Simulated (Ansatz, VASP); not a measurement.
**Two plane-wave programs on TePb**

Contents of INCAR:

```
ALGO = Normal
EDIFF = 1E-7
ENCUT = 520
GGA = PE
GGA_COMPAT = F
ISIF = 2
ISMEAR = 0
LASPH = T
LCHARG = F
LORBIT = 11
LORBMOM = T
LREAL = F
LSORBIT = T
LWAVE = F
MAGMOM = 0 0 0 0 0 0
NBANDS = 32
NELM = 150
PREC = Accurate
SIGMA = 0.05
```

Contents of KPOINTS:

```
k-points
0
Gamma
  6 6 6
```

File POSCAR:

```
TePb
1.0
    0.0000000000      3.2803826274      3.2803826274
    3.2803826274      0.0000000000      3.2803826274
    3.2803826274      3.2803826274      0.0000000000
Pb Te
1 1
Direct
    0.4695157513      0.5304842487      0.5304842487
    0.0000000000      0.0000000000      0.0000000000
```

Input for Ansatz:

```yaml
crystal:
  lattice:
    - [0.0, 3.2803826274, 3.2803826274]
    - [3.2803826274, 0.0, 3.2803826274]
    - [3.2803826274, 3.2803826274, 0.0]
  atoms:
    - { symbol: Pb, position: [0.4695157513, 0.5304842487, 0.5304842487] }
    - { symbol: Te, position: [0.0, 0.0, 0.0] }
basis:
  ecutwfc: 420
  ecutrho_ratio: 4
kpoints:
  mp_grid: { grid: [6, 6, 6] }
hamiltonian:
  xc: pbe
scf:
  occupations: { method: gaussian, width: 0.05 }
output:
  forces: true
  stress: true
  eigenvalues: true
  populations: true
  write_density: true
  write_potential: true
  elf: true
  volumetric_format: npy
magnetization:
  noncollinear: true
  spin_orbit: true
```

Alike in both runs: task single point; functional PBE; k mesh 6 × 6 × 6; occupations gaussian, width 0.05 eV; non-collinear spin, spin-orbit coupling.

|  | VASP | Ansatz |
| --- | --- | --- |
| version | VASP 6.6.1 | Ansatz 0.2.0 |
| potentials or method | VASP PAW PBE potentials, release 64 (Pb_d, Te), cutoff 520 eV | plane waves, PAW |
| valence electrons in the cell | 20 | 30 |

VASP gave:

```
pressure (GPa)                                                : 0.5
traceless stress, the component that is largest in VASP (GPa) : 0.75
rms of the force components (eV/Å)                            : 0.027
```

Problem. What did Ansatz give for the same quantities?

Solution. Pressure (GPa): 0.4; traceless stress, the component that is largest in VASP (GPa): 0.71; rms of the force components (eV/Å): 0.012.

Atom by atom the forces differ by 0.015 eV/Å (rms over components). With one functional, cell and mesh, what is left measures potentials, basis and numerics. VASP's potentials hold 20 valence electrons a cell and Ansatz's 30, so a difference there can come from the potentials and not from the codes.
